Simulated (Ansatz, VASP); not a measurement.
## Two plane-wave programs on NiGe3

POSCAR

```
NiGe3
1.0
    3.9634904449      0.0000000000      0.0000000000
    0.0000000000      3.9634904449      0.0000000000
    0.0000000000      0.0000000000      3.9634904449
Ge Ni
3 1
Direct
    0.0000000000      0.5000000000      0.5000000000
    0.5000000000      0.0000000000      0.5000000000
    0.5000000000      0.5000000000      0.0000000000
    0.0000000000      0.0000000000      0.0000000000
```

Contents of INCAR.step1:

```
PREC = Accurate
ENCUT = 520
ISMEAR = 0
SIGMA = 0.1
LREAL = False
LASPH = True
NELM = 80
NBANDS = 34
GGA = PE
ALGO = Normal
EDIFF = 1E-4
LWAVE = True
LCHARG = False
```

Contents of INCAR.step2:

```
PREC = Accurate
ENCUT = 520
EDIFF = 1E-6
ISMEAR = 0
SIGMA = 0.1
LREAL = False
LASPH = True
NELM = 80
ALGO = Normal
ISIF = 2
LWAVE = False
LCHARG = False
METAGGA = R2SCAN
LMIXTAU = True
NBANDS = 34
ISTART = 1
```

File KPOINTS:

```
Automatic mesh
0
Gamma
  10 10 10
```

Input for Ansatz:

```yaml
crystal:
  lattice:
    - [3.9634904449, 0.0, 0.0]
    - [0.0, 3.9634904449, 0.0]
    - [0.0, 0.0, 3.9634904449]
  atoms:
    - { symbol: Ge, position: [0.0, 0.5, 0.5] }
    - { symbol: Ge, position: [0.5, 0.0, 0.5] }
    - { symbol: Ge, position: [0.5, 0.5, 0.0] }
    - { symbol: Ni, position: [0.0, 0.0, 0.0] }
basis:
  ecutwfc: 500
kpoints:
  mp_grid: { grid: [10, 10, 10] }
hamiltonian:
  xc: r2scan
scf:
  occupations: { method: gaussian, width: 0.1 }
  lower_state_search: "off"
output:
  forces: true
  stress: true
  eigenvalues: true
```

Alike in both runs: task single point; functional r2SCAN; k mesh 10 × 10 × 10; occupations gaussian, width 0.1 eV; no spin polarisation.

```csv
,VASP,Ansatz
version,VASP 6.6.1,Ansatz 0.2.0
potentials or method,"VASP PAW PBE potentials, release 64 (Ge_d, Ni), cutoff 520 eV","scalar-relativistic, plane waves, PAW"
valence electrons in the cell,52,60
```

Ansatz gave:

```
gap on the k mesh at the Fermi level (eV) : none
pressure (GPa)                            : 1.6
```

Q: Estimate VASP's values.

A: gap on the k mesh at the Fermi level (eV): none; pressure (GPa): 1.4.

VASP's potentials were made for PBE, not for r2SCAN. A gap of «none» marks a metal or a gap that the smearing closes. The functional is the same, so the differences come from potentials, cutoffs and numerics. VASP's potentials hold 52 valence electrons a cell and Ansatz's 60, so a difference there can come from the potentials and not from the codes.
